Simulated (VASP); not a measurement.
# H4NF (F-43m) in VASP: a series of runs

H4NF is run at these levels: PBEsol; tasks: single point, relaxation of cell and atoms.

Everything below comes from runs of VASP 6.6.1. Logs are shortened: lines on timing, memory, paths and dates and some standing lists are left out, and cuts for length are marked.

### Step 1. The cell of the first run

The structure is cubic, space group F-43m (No. 216). Conventional cell: a = 5.019 Å, b = 5.019 Å, c = 5.019 Å, α = 90.00°, β = 90.00°, γ = 90.00°. H (site symmetry 3m) has 3 H at 1.19 Å within 1.6 Å. N (site symmetry -43m) has 12 H at 2.05 Å and 4 F at 2.17 Å within 2.7 Å. Within 2.9 Å of F (site symmetry -43m) lie 12 H at 2.17 Å and 4 N at 2.17 Å.

### Step 2. Single point, PBEsol

Input file INCAR:

```
SYSTEM = H4NF
PREC     = Accurate       ! precision mode
ENCUT    = 520            ! plane-wave cutoff, eV
EDIFF    = 1E-7           ! SCF threshold, eV
ISMEAR   = -1             ! smearing method
SIGMA    = 0.03           ! smearing width, eV
LREAL    = .FALSE.        ! projectors in reciprocal space
LASPH    = .TRUE.         ! aspherical terms in the spheres
NELM     = 80             ! most SCF steps
ALGO     = Normal         ! electronic algorithm
ISIF     = 2              ! what is computed and relaxed
LWAVE    = .FALSE.        ! write WAVECAR
LCHARG   = .FALSE.        ! write CHGCAR
GGA      = PS             ! functional
NBANDS   = 17             ! bands
```

Input file KPOINTS:

```
Automatic mesh
0
G
  6 6 6
  0 0 0
```

Input file POSCAR:

```
H4NF
1.0
    0.0000000000      2.5093795414      2.5093795414
    2.5093795414      0.0000000000      2.5093795414
    2.5093795414      2.5093795414      0.0000000000
H N F
4 1 1
Direct
    0.4163610841      0.4163610841      0.4163610841
    0.7509167476      0.4163610841      0.4163610841
    0.4163610841      0.4163610841      0.7509167476
    0.4163610841      0.7509167476      0.4163610841
    0.7500000000      0.7500000000      0.7500000000
    0.0000000000      0.0000000000      0.0000000000
```

Potentials or basis: VASP PAW PBE potentials, release 64 (H, N, F).

On the command line:

```
$ cat potpaw_PBE.64/H/POTCAR potpaw_PBE.64/N/POTCAR potpaw_PBE.64/F/POTCAR > POTCAR
$ mpirun -np 1 vasp_std > vasp.out
```

OUTCAR:

```text
SYSTEM = H4NF
   PREC = Accurate
   ENCUT = 520
   EDIFF = 1E-7
   ISMEAR = -1
   LREAL = .FALSE.
   LASPH = .TRUE.
   NELM = 80
   ISIF = 2
   GGA = PS

 ion  position               nearest neighbor table
   1  0.416  0.416  0.416-
   2  0.751  0.416  0.416-
   3  0.416  0.416  0.751-
   4  0.416  0.751  0.416-
   5  0.750  0.750  0.750-
   6  0.000  0.000  0.000-

  LATTYP: Found a face centered cubic cell.
 ALAT       =     5.0187590828

  Lattice vectors:

 A1 = (   0.0000000000,   2.5093795414,   2.5093795414)
 A2 = (   2.5093795414,   0.0000000000,   2.5093795414)
 A3 = (   2.5093795414,   2.5093795414,   0.0000000000)

Analysis of symmetry for initial positions (statically):
=====================================================================
 Subroutine PRICEL returns:
 Original cell was already a primitive cell.

 Routine SETGRP: Setting up the symmetry group for a
 face centered cubic supercell.

 Subroutine GETGRP returns: Found 24 space group operations
 (whereof 24 operations were pure point group operations)
 out of a pool of 48 trial point group operations.

The static configuration has the point symmetry T_d .

Analysis of symmetry for dynamics (positions and initial velocities):
=====================================================================
 Subroutine PRICEL returns:
 Original cell was already a primitive cell.

 Routine SETGRP: Setting up the symmetry group for a
 face centered cubic supercell.

 Subroutine GETGRP returns: Found 24 space group operations
 (whereof 24 operations were pure point group operations)
 out of a pool of 48 trial point group operations.

The dynamic configuration has the point symmetry T_d .

 Subroutine INISYM returns: Found 24 space group operations
 (whereof 24 operations are pure point group operations),
 and found     1 'primitive' translations

----------------------------------------------------------------------------------------

                                     Primitive cell

  volume of cell :      31.6031

  direct lattice vectors                    reciprocal lattice vectors
     0.000000000  2.509379541  2.509379541    -0.199252441  0.199252441  0.199252441
     2.509379541  0.000000000  2.509379541     0.199252441 -0.199252441  0.199252441
     2.509379541  2.509379541  0.000000000     0.199252441  0.199252441 -0.199252441

  length of vectors
     3.548798581  3.548798581  3.548798581     0.345115352  0.345115352  0.345115352

  position of ions in fractional coordinates (direct lattice)
     0.416361084  0.416361084  0.416361084
     0.750916748  0.416361084  0.416361084
     0.416361084  0.416361084  0.750916748
     0.416361084  0.750916748  0.416361084
     0.750000000  0.750000000  0.750000000
     0.000000000  0.000000000  0.000000000

  ion indices of the primitive-cell ions
   primitive index   ion index
                 1           1
                 2           2
                 3           3
                 4           4
                 5           5
                 6           6

----------------------------------------------------------------------------------------

 KPOINTS: Automatic mesh

Automatic generation of k-mesh.
 Grid dimensions read from file:
 generate k-points for:    6    6    6

 Generating k-lattice:

  Cartesian coordinates                     Fractional coordinates (reciprocal lattice)
    -0.033208740  0.033208740  0.033208740     0.166666667  0.000000000  0.000000000
     0.033208740 -0.033208740  0.033208740     0.000000000  0.166666667  0.000000000
     0.033208740  0.033208740 -0.033208740     0.000000000  0.000000000  0.166666667

  Length of vectors
     0.057519225  0.057519225  0.057519225

  Shift w.r.t. Gamma in fractional coordinates (k-lattice)
     0.000000000  0.000000000  0.000000000

 Subroutine IBZKPT returns following result:
 ===========================================

 Found     16 irreducible k-points:

 Following reciprocal coordinates:
            Coordinates               Weight
  0.000000  0.000000  0.000000      1.000000
  0.166667  0.000000  0.000000      8.000000
  0.333333  0.000000  0.000000      8.000000
  0.500000  0.000000  0.000000      4.000000
  0.166667  0.166667  0.000000      6.000000
  0.333333  0.166667  0.000000     24.000000
[... 8 lines left out ...]
 -0.333333  0.333333  0.166667     24.000000
 -0.333333  0.500000  0.166667     12.000000
   k-points           NKPTS =     16   k-points in BZ     NKDIM =     16   number of bands    NBANDS=     17
   number of dos      NEDOS =    301   number of ions     NIONS =      6
   total plane-waves  NPLWV =  21952
   dimension x,y,z NGX =    28 NGY =   28 NGZ =   28
   dimension x,y,z NGXF=    56 NGYF=   56 NGZF=   56
   ions per type =               4   1   1
   NGX,Y,Z   is equivalent  to a cutoff of  13.12, 13.12, 13.12 a.u.
   NGXF,Y,Z  is equivalent  to a cutoff of  26.23, 26.23, 26.23 a.u.
 SYSTEM =  H4NF
   PREC   = accura    normal or accurate (medium, high low for compatibility)
   ISTART =      0    job   : 0-new  1-cont  2-samecut
   ICHARG =      2    charge: 1-file 2-atom 10-const
   ISPIN  =      1    spin polarized calculation?
   LNONCOLLINEAR =      F non collinear calculations
   LSORBIT =      F    spin-orbit coupling
   LASPH  =      T    aspherical Exc in radial PAW
   ENCUT  =  520.0 eV  38.22 Ry    6.18 a.u.   6.60  6.60  6.60*2*pi/ulx,y,z
   NELM   =     80;   NELMIN=  2; NELMDL= -5     # of ELM steps
   EDIFF  = 0.1E-06   stopping-criterion for ELM
   LREAL  =      F    real-space projection
   EDIFFG = 0.1E-05   stopping-criterion for IOM
   NSW    =      0    number of steps for IOM
   IBRION =     -1    ionic relax: 0-MD 1-quasi-New 2-CG
   NFREE  =      0    steps in history (QN), initial steepest desc. (CG)
   ISIF   =      2    stress and relaxation
   ISYM   =      2    0-nonsym 1-usesym 2-fastsym
   POTIM  = 0.5000    time-step for ionic-motion
   TEBEG  =    0.0;   TEEND  =   0.0 temperature during run
   PSTRESS=    0.0 pullay stress
   NELECT =      16.0000    total number of electrons
   NUPDOWN=      -1.0000    fix difference up-down
   EMIN   =  10.00;   EMAX   =-10.00  energy-range for DOS
   EFERMI =   0.00;   METHOD = LEGACY
   ISMEAR =    -1;   SIGMA  =   0.03  broadening in eV -4-tet -1-fermi 0-gaus
   EFERMI_NEDOS =   21; number of points for ismear=-14 and -15
   IALGO  =     38    algorithm
   IMIX   =      4    mixing-type and parameters
     AMIX     =   0.40;   BMIX     =  1.00
     AMIX_MAG =   1.60;   BMIX_MAG =  1.00
  volume/ion in A,a.u.               =       5.27        35.54
  Fermi-wavevector in a.u.,A,eV,Ry     =   1.304784  2.465683 23.163376  1.702460
  Thomas-Fermi vector in A             =   2.435696
   LORBIT       =      0    0 simple, 1 ext, 2 COOP (PROOUT), +10 PAW based schemes
   GGA     = PS    functional components
   LHFCALC =     F    Hartree Fock is set to
   AEXX    =    0.0000 exact exchange contribution
   IVDW    =     0    specifies the selected vdW correction
   LEPSILON=     F    determine dielectric tensor
   LRPA    =     F    only Hartree local field effects (RPA)
 non-spin polarized calculation
  energy-cutoff  :      520.00
  volume of cell :       31.60
 maximum number of plane-waves:       869
 NGX is ok and might be reduce to    28
   NGX = 13   NGY = 13   NGZ = 13

 number of electron      15.9999992 magnetization

 Free energy of the ion-electron system (eV)
  ---------------------------------------------------
  ext. energy  EPLUGINS =         0.00000000
  ---------------------------------------------------
  free energy    TOTEN  =       -15.72968036 eV

  energy without entropy =      -15.72266734  energy(sigma->0) =      -15.72617385

 E-fermi :   2.0533     XC(G=0): -10.9653

 val. band max:        2.0132730932   @ k =   0.5000   0.3333   0.0000
 cond. band min:       2.1924133732   @ k =   0.5000   0.5000   0.0000
 fundamental gap:      0.1791402799
 Fermi energy:         2.0533301731

 k-point     1 :       0.0000    0.0000    0.0000
  band No.  band energies     occupation
      1     -20.8647      2.00000
      2     -12.2130      2.00000
      3      -5.4986      2.00000
      4      -2.1730      2.00000
      5      -2.1730      2.00000
      6      -2.1730      2.00000
[... 9 lines left out ...]
     16      18.8475      0.00000
     17      18.8475      0.00000

 k-point     2 :       0.1667    0.0000    0.0000
  band No.  band energies     occupation
      1     -20.7722      2.00000
      2     -12.1831      2.00000
      3      -6.1247      2.00000
      4      -2.3006      2.00000
      5      -2.3006      2.00000
      6      -2.2546      2.00000
[... 9 lines left out ...]
     16      18.7134      0.00000
     17      19.7780      0.00000

 k-point     3 :       0.3333    0.0000    0.0000
  band No.  band energies     occupation
      1     -20.5793      2.00000
      2     -12.0638      2.00000
      3      -7.4332      2.00000
      4      -2.5086      2.00000
      5      -2.5086      2.00000
      6      -1.9349      2.00000
[... 9 lines left out ...]
     16      20.7041      0.00000
     17      21.9911      0.00000

 k-point     4 :       0.5000    0.0000    0.0000
  band No.  band energies     occupation
      1     -20.4791      2.00000
      2     -11.9572      2.00000
      3      -8.0962      2.00000
      4      -2.5945      2.00000
      5      -2.5945      2.00000
      6      -1.7052      2.00000
[... 9 lines left out ...]
     16      23.2706      0.00000
     17      23.3348      0.00000
[... 183 lines left out ...]
      1     -20.4670      2.00000
      2     -11.6484      2.00000
      3      -8.3760      2.00000
      4      -3.7395      2.00000
      5      -2.5325      2.00000
      6      -1.7363      2.00000
[... 9 lines left out ...]
     16      21.0412      0.00000
     17      23.0631      0.00000

 k-point    15 :      -0.3333    0.3333    0.1667
  band No.  band energies     occupation
      1     -20.4058      2.00000
      2     -11.3397      2.00000
      3      -9.0364      2.00000
      4      -4.1171      2.00000
      5      -2.2901      2.00000
      6      -1.5229      2.00000
[... 9 lines left out ...]
     16      21.3431      0.00000
     17      23.2611      0.00000

 k-point    16 :      -0.3333    0.5000    0.1667
  band No.  band energies     occupation
      1     -20.3834      2.00000
      2     -11.0232      2.00000
      3      -9.3771      2.00000
      4      -4.4366      2.00000
      5      -2.7061      2.00000
      6      -1.4937      2.00000
[... 9 lines left out ...]
     16      21.4787      0.00000
     17      23.0263      0.00000

------------------------ aborting loop because EDIFF is reached ----------------------------------------

  FORCE on cell =-STRESS in cart. coord.  units (eV):
  Direction    XX          YY          ZZ          XY          YZ          ZX
  --------------------------------------------------------------------------------------
  -------------------------------------------------------------------------------------
  Total       -0.0839561     -0.0839561     -0.0839561      0.0000000      0.0000000      0.0000000
  in kB       -4.2563167     -4.2563167     -4.2563167      0.0000000      0.0000000      0.0000000
  external PRESSURE =      -4.2563167 kB  Pullay stress =       0.0000000 kB

 VOLUME and BASIS-vectors are now :
 -----------------------------------------------------------------------------
  energy-cutoff  :      520.00
  volume of cell :       31.60
      direct lattice vectors                 reciprocal lattice vectors
     0.000000000  2.509379541  2.509379541    -0.199252441  0.199252441  0.199252441
     2.509379541  0.000000000  2.509379541     0.199252441 -0.199252441  0.199252441
     2.509379541  2.509379541  0.000000000     0.199252441  0.199252441 -0.199252441

 POSITION                                       TOTAL-FORCE (eV/Angst)
 -----------------------------------------------------------------------------------
      2.08962      2.08962      2.08962        -0.000291     -0.000291     -0.000291
      2.08962      2.92914      2.92914        -0.000291      0.000291      0.000291
      2.92914      2.92914      2.08962         0.000291      0.000291     -0.000291
      2.92914      2.08962      2.92914         0.000291     -0.000291      0.000291
      3.76407      3.76407      3.76407         0.000000     -0.000000      0.000000
      0.00000      0.00000      0.00000         0.000000      0.000000      0.000000
 -----------------------------------------------------------------------------------
    total drift:                                0.000000      0.000000      0.000000

  FREE ENERGIE OF THE ION-ELECTRON SYSTEM (eV)
  ---------------------------------------------------
  free  energy   TOTEN  =       -15.7296803627 eV

  energy  without entropy=      -15.7226673418  energy(sigma->0) =      -15.72617385
```

Wall time 12 s (1 thread of AMD EPYC 7R13 (Zen 3), shared host); peak memory 0.12 GiB.

Results:

```yaml
Free_energy: -15.7297 eV
Pressure: -0.4 GPa
Band_gap_on_the_k_mesh: zero (band 8 reaches 2.25 eV, above the bottom of band 9 at 1.31 eV)
```

Caveat: the k points lie up to 0.36 Å⁻¹ apart; the PAW data sets were made with another functional, which shifts forces and pressure a little.

### Step 3. Relaxation of cell and atoms, PBEsol

This run uses another cell than the first one, of 10.01 Å³/atom, 1.900 times its volume.

Input file INCAR:

```
ALGO     = Normal         # electronic algorithm
EDIFF    = 1E-6           # SCF threshold, eV
EDIFFG   = -0.01          # ionic threshold
ENCUT    = 600            # plane-wave cutoff, eV
GGA      = PS             # functional
IBRION   = 2              # ionic algorithm
ISIF     = 3              # what is computed and relaxed
ISMEAR   = -1             # smearing method
LASPH    = T              # aspherical terms in the spheres
LCHARG   = F              # write CHGCAR
LREAL    = F              # projectors in reciprocal space
LWAVE    = F              # write WAVECAR
NELM     = 80             # most SCF steps
NSW      = 100            # ionic steps
PREC     = Accurate       # precision mode
SIGMA    = 0.03           # smearing width, eV
```

Input file KPOINTS:

```
k-points
0
Gamma
  6 6 6
```

Input file POSCAR:

```
H4NF
1.0
    0.0000000000      3.1078082800      3.1078082800
    3.1078082800      0.0000000000      3.1078082800
    3.1078082800      3.1078082800      0.0000000000
H N F
4 1 1
Direct
    0.3736238900      0.3736238900      0.3736238900
    0.8791283300      0.3736238900      0.3736238900
    0.3736238900      0.3736238900      0.8791283300
    0.3736238900      0.8791283300      0.3736238900
    0.7500000000      0.7500000000      0.7500000000
    0.0000000000      0.0000000000      0.0000000000
```

Potentials or basis: VASP PAW PBE potentials, release 64 (H, N, F).

On the command line:

```
$ cat potpaw_PBE.64/H/POTCAR potpaw_PBE.64/N/POTCAR potpaw_PBE.64/F/POTCAR > POTCAR
$ mpirun -np 1 vasp_std > vasp.out
```

Wall time 3.5 min (1 thread of AMD EPYC 7R13 (Zen 3), shared host); peak memory 0.18 GiB.

The run converged. Its results:

* Free energy: -15.7714 eV
* Relaxed volume: 5.27 Å³/atom
* Relaxed cell: a = 3.550 Å, b = 3.550 Å, c = 3.550 Å, α = 60.00°, β = 60.00°, γ = 60.00°
* Space group after relaxing (to 0.05 Å): F-43m (No. 216)
* Energy gained by relaxing: 799.7 meV/atom
* Ionic steps: 20
* Pressure after relaxing: -0.1 GPa
* Largest force after relaxing: 0.007 eV/Å
* Band gap on the k mesh: zero (band 8 reaches 2.23 eV, above the bottom of band 9 at 1.29 eV)

Forces on the atoms (eV/Å):
```
H   -0.004 -0.004 -0.004
H   -0.004  0.004  0.004
H    0.004  0.004 -0.004
H    0.004 -0.004  0.004
N    0.000  0.000  0.000
F    0.000  0.000  0.000
```

The path:
```csv
step,energy change (eV),largest force (eV/Å),pressure (GPa),volume (Å³)
1,0.0000,0.0381,-21.13,60.03
2,-1.4994,0.0903,-23.13,49.28
3,-3.2971,0.2196,30.26,24.86
4,-3.5346,0.1883,-11.71,33.24
5,-3.6776,0.2069,-2.53,30.19
6,-3.6827,0.2103,0.15,29.53
7,-3.6988,0.3290,0.33,29.49
8,-3.7848,0.6300,1.02,29.37
9,-4.0975,1.0976,3.00,29.15
10,-4.6946,0.1951,11.01,28.69
11,-4.6859,0.2692,13.18,28.62
12,-4.6977,0.0591,11.69,28.67
13,-4.7022,0.0305,11.74,28.73
14,-4.7047,0.1792,11.87,28.82
15,-4.7120,0.1723,11.34,28.92
16,-4.7321,0.1521,9.74,29.23
17,-4.7639,0.1123,6.77,29.86
18,-4.7962,0.0353,1.63,31.15
19,-4.7984,0.0103,0.05,31.59
20,-4.7984,0.0071,-0.12,31.65
```

Final structure:
```
H N F
1.0
     0.00000    2.51054    2.51054
     2.51054    0.00000    2.51054
     2.51054    2.51054    0.00000
H N F
4 1 1
Direct
  0.41643 0.41643 0.41643
  0.75072 0.41643 0.41643
  0.41643 0.41643 0.75072
  0.41643 0.75072 0.41643
  0.75000 0.75000 0.75000
  0.00000 0.00000 0.00000
```

Levels at points of the mesh, in eV from the Fermi level:
| k point | band 4 | band 5 | band 6 | band 7 | band 8 | band 9 | band 10 | band 11 | band 12 |
| --- | --- | --- | --- | --- | --- | --- | --- | --- | --- |
| (0.00, 0.00, 0.00) | -4.22 | -4.22 | -4.22 | -0.74 | -0.74 | -0.74 | 3.72 | 3.72 | 3.72 |
| (0.50, 0.00, 0.00) | -4.64 | -4.64 | -3.76 | -0.83 | -0.83 | -0.72 | 3.78 | 4.01 | 4.01 |
| (0.50, 0.50, 0.00) | -5.84 | -5.84 | -4.27 | 0.14 | 0.14 | 0.71 | 1.41 | 5.61 | 5.61 |

Caveat: the volume moved by over 15 % at a fixed basis, so the end points are rough; the PAW data sets were made with another functional, which shifts forces and pressure a little.
